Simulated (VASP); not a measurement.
# Na: single point with PBE

The system is Na.

```
Na
1.0
     3.70832    0.00000    0.00000
    -1.23611    3.49624    0.00000
    -1.23611   -1.74812    3.02783
Na
1
Direct
  0.00000 0.00000 0.00000
```

```yaml
Program: VASP 6.6.1
Task: single point
Functional: PBE
Potentials_or_basis: VASP PAW PBE potentials, release 64 (Na_pv)
Cutoff: 520 eV
k_mesh: 9 × 9 × 9
Occupations: methfessel-paxton, width 0.1 eV
Spin: no spin polarisation
```

| Property | Result |
| --- | --- |
| Pressure | -0.5 GPa |

Levels at points of the mesh, in eV from the Fermi level:
```csv
k point,band 1,band 2,band 3,band 4,band 5,band 6
"(0.00, 0.00, 0.00)",-24.90,-24.90,-24.90,-3.11,11.41,11.41
```

Run time: 10 s on 1 thread of AMD EPYC 7R43 64-Core Processor (Zen 3) (shared host), peak memory 0.11 GiB.
